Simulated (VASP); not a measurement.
# TaN (P6_3mc) in VASP: further runs

The runs below take TaN through electric field gradients, with PBEsol.

Everything below comes from runs of VASP 6.6.1. Logs are shortened: lines on timing, memory, paths and dates and some standing lists are left out, and cuts for length are marked.

## 1. The cell of the first run

Symmetry: P6_3mc, No. 186, hexagonal system. The conventional cell has a = 3.110 Å, b = 3.110 Å, c = 5.037 Å, α = 90.00°, β = 90.00°, γ = 120.00°. Within 2.5 Å of Ta (site symmetry 3m) lie 4 N at 1.89 to 1.94 Å. N (site symmetry 3m) has 4 Ta at 1.89 to 1.94 Å within 2.5 Å.

## 2. Electric field gradients, PBEsol (volume scaled by 1.06)

INCAR

```
SYSTEM = TaN
PREC     = Accurate       ! precision mode
ENCUT    = 520            ! plane-wave cutoff, eV
EDIFF    = 1E-8           ! SCF threshold, eV
ISMEAR   = -1             ! smearing method
SIGMA    = 0.01           ! smearing width, eV
LREAL    = .FALSE.        ! projectors in reciprocal space
LASPH    = .TRUE.         ! aspherical terms in the spheres
NELM     = 80             ! most SCF steps
ALGO     = Normal         ! electronic algorithm
ISIF     = 2              ! what is computed and relaxed
LWAVE    = .FALSE.        ! write WAVECAR
LCHARG   = .FALSE.        ! write CHGCAR
GGA      = PS             ! functional
LEFG     = .TRUE.       
NBANDS   = 24             ! bands
```

KPOINTS

```
Automatic mesh
0
G
  9 9 5
  0 0 0
```

POSCAR

```
TaN
1.0
    3.1098202203      0.0000000000      0.0000000000
   -1.5549101102      2.6931833120      0.0000000000
    0.0000000000      0.0000000000      5.0368873428
Ta N
2 2
Direct
    0.3333333333      0.6666666667      0.0000000000
    0.6666666667      0.3333333333      0.5000000000
    0.3333333333      0.6666666667      0.3850000000
    0.6666666667      0.3333333333      0.8850000000
```

Potentials or basis: VASP PAW PBE potentials, release 64 (Ta_pv, N).

On the command line:

```sh
> cat potpaw_PBE.64/Ta_pv/POTCAR potpaw_PBE.64/N/POTCAR > POTCAR
> mpirun -np 1 vasp_std > vasp.out
```

OUTCAR:

```text
SYSTEM = TaN
   PREC = Accurate
   ENCUT = 520
   EDIFF = 1E-8
   ISMEAR = -1
   LREAL = .FALSE.
   LASPH = .TRUE.
   NELM = 80
   ISIF = 2
   GGA = PS

 ion  position               nearest neighbor table
   1  0.333  0.667  0.000-   4 1.89   4 1.89   4 1.89   3 1.94   2 3.09   2 3.09   2 3.09   2 3.09
                             2 3.09   2 3.09
   2  0.667  0.333  0.500-   3 1.89   3 1.89   3 1.89   4 1.94   1 3.09   1 3.09   1 3.09   1 3.09
                             1 3.09   1 3.09
   3  0.333  0.667  0.385-   2 1.89   2 1.89   2 1.89   1 1.94
   4  0.667  0.333  0.885-   1 1.89   1 1.89   1 1.89   2 1.94

  LATTYP: Found a hexagonal cell.
 ALAT       =     3.1098202203
 C/A-ratio  =     1.6196715520

  Lattice vectors:

 A1 = (   3.1098202203,   0.0000000000,   0.0000000000)
 A2 = (  -1.5549101102,   2.6931833120,   0.0000000000)
 A3 = (   0.0000000000,   0.0000000000,   5.0368873428)

Analysis of symmetry for initial positions (statically):
=====================================================================
 Subroutine PRICEL returns:
 Original cell was already a primitive cell.

 Routine SETGRP: Setting up the symmetry group for a
 hexagonal supercell.

 Subroutine GETGRP returns: Found 12 space group operations
 (whereof  6 operations were pure point group operations)
 out of a pool of 24 trial point group operations.

The static configuration has the point symmetry C_3v.
 The point group associated with its full space group is C_6v.

Analysis of symmetry for dynamics (positions and initial velocities):
=====================================================================
 Subroutine PRICEL returns:
 Original cell was already a primitive cell.

 Routine SETGRP: Setting up the symmetry group for a
 hexagonal supercell.

 Subroutine GETGRP returns: Found 12 space group operations
 (whereof  6 operations were pure point group operations)
 out of a pool of 24 trial point group operations.

The dynamic configuration has the point symmetry C_3v.
 The point group associated with its full space group is C_6v.

 Subroutine INISYM returns: Found 12 space group operations
 (whereof  6 operations are pure point group operations),
 and found     1 'primitive' translations

----------------------------------------------------------------------------------------

                                     Primitive cell

  volume of cell :      42.1855

  direct lattice vectors                    reciprocal lattice vectors
     3.109820220  0.000000000  0.000000000     0.321561997  0.185653905  0.000000000
    -1.554910110  2.693183312  0.000000000     0.000000000  0.371307811  0.000000000
     0.000000000  0.000000000  5.036887343     0.000000000  0.000000000  0.198535312

  length of vectors
     3.109820220  3.109820220  5.036887343     0.371307811  0.371307811  0.198535312

  position of ions in fractional coordinates (direct lattice)
     0.333333333  0.666666667  0.000000000
     0.666666667  0.333333333  0.500000000
     0.333333333  0.666666667  0.385000000
     0.666666667  0.333333333  0.885000000

  ion indices of the primitive-cell ions
   primitive index   ion index
                 1           1
                 2           2
                 3           3
                 4           4

----------------------------------------------------------------------------------------

 KPOINTS: Automatic mesh

Automatic generation of k-mesh.
 Grid dimensions read from file:
 generate k-points for:    9    9    5

 Generating k-lattice:

  Cartesian coordinates                     Fractional coordinates (reciprocal lattice)
     0.035729111  0.020628212  0.000000000     0.111111111  0.000000000  0.000000000
     0.000000000  0.041256423  0.000000000     0.000000000  0.111111111  0.000000000
     0.000000000  0.000000000  0.039707062     0.000000000  0.000000000  0.200000000

  Length of vectors
     0.041256423  0.041256423  0.039707062

  Shift w.r.t. Gamma in fractional coordinates (k-lattice)
     0.000000000  0.000000000  0.000000000

 Subroutine IBZKPT returns following result:
 ===========================================

 Found     36 irreducible k-points:

 Following reciprocal coordinates:
            Coordinates               Weight
  0.000000  0.000000  0.000000      1.000000
  0.111111  0.000000  0.000000      6.000000
  0.222222  0.000000  0.000000      6.000000
  0.333333  0.000000  0.000000      6.000000
  0.444444  0.000000  0.000000      6.000000
  0.111111  0.111111  0.000000      6.000000
[... 16 lines left out ...]
  0.333333  0.222222  0.200000     24.000000
  0.333333  0.333333  0.200000      4.000000
 [... further k-points ...]
   k-points           NKPTS =     36   k-points in BZ     NKDIM =     36   number of bands    NBANDS=     24
   number of dos      NEDOS =    301   number of ions     NIONS =      4
   total plane-waves  NPLWV =  23040
   dimension x,y,z NGX =    24 NGY =   24 NGZ =   40
   dimension x,y,z NGXF=    48 NGYF=   48 NGZF=   80
   ions per type =               2   2
   NGX,Y,Z   is equivalent  to a cutoff of  12.83, 12.83, 13.20 a.u.
   NGXF,Y,Z  is equivalent  to a cutoff of  25.66, 25.66, 26.40 a.u.
 SYSTEM =  TaN
   PREC   = accura    normal or accurate (medium, high low for compatibility)
   ISTART =      0    job   : 0-new  1-cont  2-samecut
   ICHARG =      2    charge: 1-file 2-atom 10-const
   ISPIN  =      1    spin polarized calculation?
   LNONCOLLINEAR =      F non collinear calculations
   LSORBIT =      F    spin-orbit coupling
   LASPH  =      T    aspherical Exc in radial PAW
   ENCUT  =  520.0 eV  38.22 Ry    6.18 a.u.   5.78  5.78  9.37*2*pi/ulx,y,z
   NELM   =     80;   NELMIN=  2; NELMDL= -5     # of ELM steps
   EDIFF  = 0.1E-07   stopping-criterion for ELM
   LREAL  =      F    real-space projection
   EDIFFG = 0.1E-06   stopping-criterion for IOM
   NSW    =      0    number of steps for IOM
   IBRION =     -1    ionic relax: 0-MD 1-quasi-New 2-CG
   NFREE  =      0    steps in history (QN), initial steepest desc. (CG)
   ISIF   =      2    stress and relaxation
   ISYM   =      2    0-nonsym 1-usesym 2-fastsym
   POTIM  = 0.5000    time-step for ionic-motion
   TEBEG  =    0.0;   TEEND  =   0.0 temperature during run
   PSTRESS=    0.0 pullay stress
   NELECT =      32.0000    total number of electrons
   NUPDOWN=      -1.0000    fix difference up-down
   EMIN   =  10.00;   EMAX   =-10.00  energy-range for DOS
   EFERMI =   0.00;   METHOD = LEGACY
   ISMEAR =    -1;   SIGMA  =   0.01  broadening in eV -4-tet -1-fermi 0-gaus
   EFERMI_NEDOS =   21; number of points for ismear=-14 and -15
   IALGO  =     38    algorithm
   IMIX   =      4    mixing-type and parameters
     AMIX     =   0.40;   BMIX     =  1.00
     AMIX_MAG =   1.60;   BMIX_MAG =  1.00
  volume/ion in A,a.u.               =      10.55        71.17
  Fermi-wavevector in a.u.,A,eV,Ry     =   1.493036  2.821429 30.329525  2.229157
  Thomas-Fermi vector in A             =   2.605488
   LORBIT       =      0    0 simple, 1 ext, 2 COOP (PROOUT), +10 PAW based schemes
   GGA     = PS    functional components
   LHFCALC =     F    Hartree Fock is set to
   AEXX    =    0.0000 exact exchange contribution
   IVDW    =     0    specifies the selected vdW correction
   LEPSILON=     F    determine dielectric tensor
   LRPA    =     F    only Hartree local field effects (RPA)
 non-spin polarized calculation
  energy-cutoff  :      520.00
  volume of cell :       42.19
 maximum number of plane-waves:      1152
 NGX is ok and might be reduce to    24
   NGX = 11   NGY = 11   NGZ = 19

 number of electron      31.9999995 magnetization

 Free energy of the ion-electron system (eV)
  ---------------------------------------------------
  ext. energy  EPLUGINS =         0.00000000
  ---------------------------------------------------
  free energy    TOTEN  =       -42.44876482 eV

  energy without entropy =      -42.44769910  energy(sigma->0) =      -42.44823196

 E-fermi :   8.9896     XC(G=0): -13.3772

 val. band max:        8.9419115149   @ k =   0.2222   0.0000   0.0000
 cond. band min:       8.9964913852   @ k =   0.1111   0.0000   0.4000
 fundamental gap:      0.0545798703
 Fermi energy:         8.9895928073

 k-point     1 :       0.0000    0.0000    0.0000
  band No.  band energies     occupation
      1     -26.9684      2.00000
      2     -26.0670      2.00000
      3     -26.0670      2.00000
      4     -25.9107      2.00000
      5     -25.9107      2.00000
      6     -25.8620      2.00000
[... 16 lines left out ...]
     23      15.2466      0.00000
     24      15.2466      0.00000

 k-point     2 :       0.1111    0.0000    0.0000
  band No.  band energies     occupation
      1     -26.9323      2.00000
      2     -26.1681      2.00000
      3     -26.0965      2.00000
      4     -26.0253      2.00000
      5     -25.9276      2.00000
      6     -25.8789      2.00000
[... 16 lines left out ...]
     23      15.2389      0.00000
     24      15.7164      0.00000

 k-point     3 :       0.2222    0.0000    0.0000
  band No.  band energies     occupation
      1     -26.8414      2.00000
      2     -26.4104      2.00000
      3     -26.2987      2.00000
      4     -26.1686      2.00000
      5     -25.9720      2.00000
      6     -25.9301      2.00000
[... 16 lines left out ...]
     23      15.7120      0.00000
     24      16.7359      0.00000
[... 514 lines left out ...]
 k-point    23 :       0.3333    0.2222    0.2000
  band No.  band energies     occupation
      1     -26.8796      2.00000
      2     -26.8040      2.00000
      3     -26.4931      2.00000
      4     -26.3051      2.00000
      5     -26.2603      2.00000
      6     -26.1160      2.00000
[... 16 lines left out ...]
     23      15.5757      0.00000
     24      16.0167      0.00000

 k-point    24 :       0.3333    0.3333    0.2000
  band No.  band energies     occupation
      1     -26.8090      2.00000
      2     -26.8090      2.00000
      3     -26.6011      2.00000
      4     -26.3581      2.00000
      5     -26.1980      2.00000
      6     -26.1980      2.00000
[... 16 lines left out ...]
     23      15.9588      0.00000
     24      15.9588      0.00000

 [... further k-points ...]
[... 5 lines left out ...]
  --------------------------------------------------------------------------------------
  -------------------------------------------------------------------------------------
  Total       25.6672151     25.6672151     20.6049732     -0.0000000      0.0000000      0.0000000
  in kB      974.8232932    974.8232932    782.5628047     -0.0000000      0.0000000      0.0000000
  external PRESSURE =     910.7364637 kB  Pullay stress =       0.0000000 kB

 VOLUME and BASIS-vectors are now :
 -----------------------------------------------------------------------------
  energy-cutoff  :      520.00
  volume of cell :       42.19
      direct lattice vectors                 reciprocal lattice vectors
     3.109820220  0.000000000  0.000000000     0.321561997  0.185653905  0.000000000
    -1.554910110  2.693183312  0.000000000     0.000000000  0.371307811  0.000000000
     0.000000000  0.000000000  5.036887343     0.000000000  0.000000000  0.198535312

 POSITION                                       TOTAL-FORCE (eV/Angst)
 -----------------------------------------------------------------------------------
     -0.00000      1.79546      0.00000        -0.000000      0.000000      2.150251
      1.55491      0.89773      2.51844         0.000000     -0.000000      2.150251
     -0.00000      1.79546      1.93920        -0.000000     -0.000000     -2.150251
      1.55491      0.89773      4.45765         0.000000     -0.000000     -2.150251
 -----------------------------------------------------------------------------------
    total drift:                               -0.000000      0.000000      0.000853

  FREE ENERGIE OF THE ION-ELECTRON SYSTEM (eV)
  ---------------------------------------------------
  free  energy   TOTEN  =       -42.4487648184 eV

  energy  without entropy=      -42.4476990969  energy(sigma->0) =      -42.44823196

 Electric field gradients (V/A^2)
---------------------------------------------------------------------
 ion       V_xx      V_yy      V_zz      V_xy      V_xz      V_yz
---------------------------------------------------------------------
   1     -57.774   -57.774   115.547    -0.000     0.000    -0.000
   2     -57.774   -57.774   115.547    -0.000    -0.000     0.000
   3      -5.109    -5.109    10.219    -0.000    -0.000     0.000
   4      -5.109    -5.109    10.219    -0.000     0.000    -0.000
---------------------------------------------------------------------

 Electric field gradients after diagonalization (V/A^2)
 (convention: |V_zz| > |V_xx| > |V_yy|)
----------------------------------------------------------------------
 ion       V_xx      V_yy      V_zz     asymmetry (V_yy - V_xx)/ V_zz
----------------------------------------------------------------------
   1     -57.774   -57.773   115.547       0.000
   2     -57.774   -57.773   115.547       0.000
   3      -5.110    -5.109    10.219       0.000
   4      -5.110    -5.109    10.219       0.000
----------------------------------------------------------------------

           NMR quadrupolar parameters

 Cq : quadrupolar parameter    Cq=e*Q*V_zz/h
 eta: asymmetry parameters     (V_yy - V_xx)/ V_zz
 Q  : nuclear electric quadrupole moment in mb (millibarn)
----------------------------------------------------------------------
 ion       Cq(MHz)       eta       Q (mb)
----------------------------------------------------------------------
   1       0.279       0.000       1.000
   2       0.279       0.000       1.000
   3       0.025       0.000       1.000
   4       0.025       0.000       1.000
----------------------------------------------------------------------
```

It took 24 s on 1 thread of AMD EPYC 9R45 (Zen 5), shared host; peak memory 0.15 GiB.

What came out:

| Item | Value |
| --- | --- |
| Free energy | -42.4488 eV |
| Pressure | 91.1 GPa |
| Largest force | 2.150 eV/Å |
| Band gap on the k mesh | zero (band 16 reaches 9.48 eV, above the bottom of band 17 at 7.41 eV) |

Forces in eV/Å, atoms in the order of the input:
```
Ta   0.000  0.000  2.150
Ta   0.000  0.000  2.150
N    0.000  0.000 -2.150
N    0.000  0.000 -2.150
```

Electric field gradients, principal values (V/Å²):
| atom | least | middle | greatest (by size) |
| --- | --- | --- | --- |
| 1 Ta | -57.773 | -57.774 | 115.547 |
| 2 Ta | -57.773 | -57.774 | 115.547 |
| 3 N | -5.109 | -5.110 | 10.219 |
| 4 N | -5.109 | -5.110 | 10.219 |

Caveat: without QUAD_EFG the Cq values of the log hold for a quadrupole moment of 1 mb, not for the nuclei; the PAW data sets were made with another functional, which shifts forces and pressure a little; spin-orbit coupling is left out, which moves the levels of the heavy elements.

[end of part 1 of 2]
